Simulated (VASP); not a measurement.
## Sn: single point with LDA

Crystal: Sn.

```
CELL_PARAMETERS angstrom
-1.78237 1.78237 1.78237
1.78237 -1.78237 1.78237
1.78237 1.78237 -1.78237
ATOMIC_POSITIONS crystal
Sn 0.00000 0.00000 0.00000
```

This isn't the form of Sn at room conditions, which is tetragonal (white tin).

```
Program             : VASP 6.6.1
Task                : single point
Functional          : LDA
Potentials or basis : VASP PAW LDA potentials, release 64 (Sn_d)
Cutoff              : 520 eV
k mesh              : 15 × 15 × 15
Occupations         : fermi-dirac, width 0.05 eV
Spin                : no spin polarisation
```

* Pressure: 9.1 GPa
* Band gap on the k mesh: zero (bands 7 and 8 overlap by 12.74 eV)

Levels at points of the mesh, in eV from the Fermi level:
```csv
k point,band 3,band 4,band 5,band 6,band 7,band 8,band 9,band 10,band 11,band 12
"(0.00, 0.00, 0.00)",-21.59,-21.35,-21.35,-12.52,9.71,9.71,9.71,12.57,12.57,12.57
```

Wall time 8.4 s on 1 thread of Intel(R) Xeon(R) 6975P-C (Granite Rapids) (shared host), peak memory 0.14 GiB.

Caveat: the cell stands under pressure; spin-orbit coupling is left out, which moves the levels of the heavy elements.
